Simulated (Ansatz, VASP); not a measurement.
Te2Mo: VASP beside Ansatz

POSCAR

```
Te2Mo
1.0
    3.4706509280      0.0000000000      0.0000000000
   -1.7353254640      3.0056718713      0.0000000000
    0.0000000000      0.0000000000     13.7847444167
Te Mo
4 2
Direct
    0.6666666667      0.3333333333      0.3790000000
    0.3333333333      0.6666666667      0.8790000000
    0.6666666667      0.3333333333      0.1210000000
    0.3333333333      0.6666666667      0.6210000000
    0.6666666667      0.3333333333      0.7500000000
    0.3333333333      0.6666666667      0.2500000000
```

Contents of INCAR.step1:

```
PREC = Accurate
ENCUT = 520
ISMEAR = -1
SIGMA = 0.05
LREAL = F
LASPH = T
NELM = 60
NBANDS = 35
GGA = PE
ALGO = Normal
EDIFF = 1E-4
LWAVE = T
LCHARG = F
```

The input INCAR.step2:

```
PREC = Accurate
ENCUT = 520
EDIFF = 1E-6
ISMEAR = -1
SIGMA = 0.05
LREAL = F
LASPH = T
NELM = 60
ALGO = Normal
ISIF = 2
LWAVE = F
LCHARG = T
METAGGA = R2SCAN
LMIXTAU = T
LUSE_VDW = T
IVDW_NL = 2
BPARAM = 11.95
CPARAM = 0.0093
LELF = T
LVHAR = T
NBANDS = 35
ISTART = 1
```

Contents of KPOINTS:

```
Automatic mesh
0
Gamma
  9 9 2
```

File input.yaml:

```yaml
crystal:
  lattice:
    - [3.470650928, 0.0, 0.0]
    - [-1.735325464, 3.0056718713, 0.0]
    - [0.0, 0.0, 13.7847444167]
  atoms:
    - { symbol: Te, position: [0.6666666667, 0.3333333333, 0.379] }
    - { symbol: Te, position: [0.3333333333, 0.6666666667, 0.879] }
    - { symbol: Te, position: [0.6666666667, 0.3333333333, 0.121] }
    - { symbol: Te, position: [0.3333333333, 0.6666666667, 0.621] }
    - { symbol: Mo, position: [0.6666666667, 0.3333333333, 0.75] }
    - { symbol: Mo, position: [0.3333333333, 0.6666666667, 0.25] }
hamiltonian:
  xc: r2scan
  pseudopotentials: { kind: paw }
  dispersion: rvv10
kpoints:
  mp_grid: { grid: [9, 9, 2] }
scf:
  occupations: { method: fermi_dirac, width: 0.05 }
output:
  forces: true
  stress: true
  eigenvalues: true
```

Alike in both runs: task single point; functional r2SCAN; dispersion rVV10; k mesh 9 × 9 × 2; occupations fermi-dirac, width 0.05 eV; no spin polarisation.

```csv
,VASP,Ansatz
version,VASP 6.6.1,Ansatz 0.2.0
potentials or method,"VASP PAW PBE potentials, release 64 (Te, Mo_sv)",Ansatz PAW
plane-wave cutoff (eV),520,500
valence electrons in the cell,52,92
```

Ansatz gave:

| Item | Value |
| --- | --- |
| gap on the k mesh at the Fermi level (eV) | 0.86 |
| least direct gap on the mesh (eV) | 1.19 |
| pressure (GPa) | 5.8 |
| traceless stress, the component that is largest in VASP (GPa) | 0.37 |
| rms of the force components (eV/Å) | 0.263 |

Q: Estimate VASP's values.

A: gap on the k mesh at the Fermi level (eV): 0.85; least direct gap on the mesh (eV): 1.19; pressure (GPa): 6.3; traceless stress, the component that is largest in VASP (GPa): 0.44; rms of the force components (eV/Å): 0.288.

VASP's potentials were made for PBE, not for r2SCAN. Atom by atom the forces differ by 0.025 eV/Å (rms over components). VASP's potentials hold 52 valence electrons a cell and Ansatz's 92, so a difference there can come from the potentials and not from the codes.

Spin-orbit coupling is off throughout. Noted on Ansatz's run: odd divisions of the mesh miss points on the zone boundary, where band edges often lie, so the gap on the mesh can be too wide.
